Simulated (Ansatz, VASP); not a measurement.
**HfB in VASP and in Ansatz**

```
Hf B
1.0
     0.00000    2.30227    2.30227
     2.30227    0.00000    2.30227
     2.30227    2.30227    0.00000
Hf B
1 1
Direct
  0.50000 0.50000 0.50000
  0.00000 0.00000 0.00000
```

Change from the starting cell: volume scaled by 0.99.

Alike in both runs: task single point; functional LDA; k mesh 15 × 15 × 15; occupations fermi-dirac, width 0.05 eV; no spin polarisation.

|  | VASP | Ansatz |
| --- | --- | --- |
| version | VASP 6.6.1 | Ansatz 0.2.0 |
| potentials or method | VASP PAW LDA potentials, release 64 (Hf_pv, B), cutoff 520 eV | all-electron LAPW, scalar-relativistic |

```tsv
	VASP	Ansatz	Ansatz less VASP
pressure (GPa)	22.7	20.9	-1.86
```

LDA's correlation is that of Perdew and Zunger in VASP and of Perdew and Wang (1992) in Ansatz. Ansatz ran all-electron here, and VASP with PAW potentials.

Spin-orbit coupling is off throughout.
